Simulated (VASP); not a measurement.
A run of VASP 6.6.1 is set up as follows.

File INCAR:

```
PREC     = Accurate       # precision mode
ENCUT    = 500            # plane-wave cutoff, eV
EDIFF    = 1E-6           # SCF threshold, eV
ISMEAR   = 0              # smearing method
SIGMA    = 0.05           # smearing width, eV
LREAL    = F              # projectors in reciprocal space
LASPH    = T              # aspherical terms in the spheres
NELM     = 120            # most SCF steps
ALGO     = Normal         # electronic algorithm
ISIF     = 2              # what is computed and relaxed
LWAVE    = F              # write WAVECAR
LCHARG   = F              # write CHGCAR
GGA      = PE             # functional
NBANDS   = 12             # bands
GGA_COMPAT= F
```

KPOINTS

```
Automatic mesh
0
Gamma
  8 8 8
```

POSCAR

```
Ti
1.0
   -1.6269154342      1.6269154342      1.6269154342
    1.6269154342     -1.6269154342      1.6269154342
    1.6269154342      1.6269154342     -1.6269154342
Ti
1
Direct
    0.0000000000      0.0000000000      0.0000000000
```

Potentials or basis: VASP PAW PBE potentials, release 64 (Ti_sv).

Command:

```console
$ cat potpaw_PBE.64/Ti_sv/POTCAR > POTCAR
$ mpirun -np 1 vasp_std > vasp.out
```

(1) Estimate the band gap on the k mesh.

(2) Predict the pressure.

Answers

(1) zero (band 6 reaches 9.17 eV, above the bottom of band 7 at 7.56 eV).

(2) -0.3 GPa.
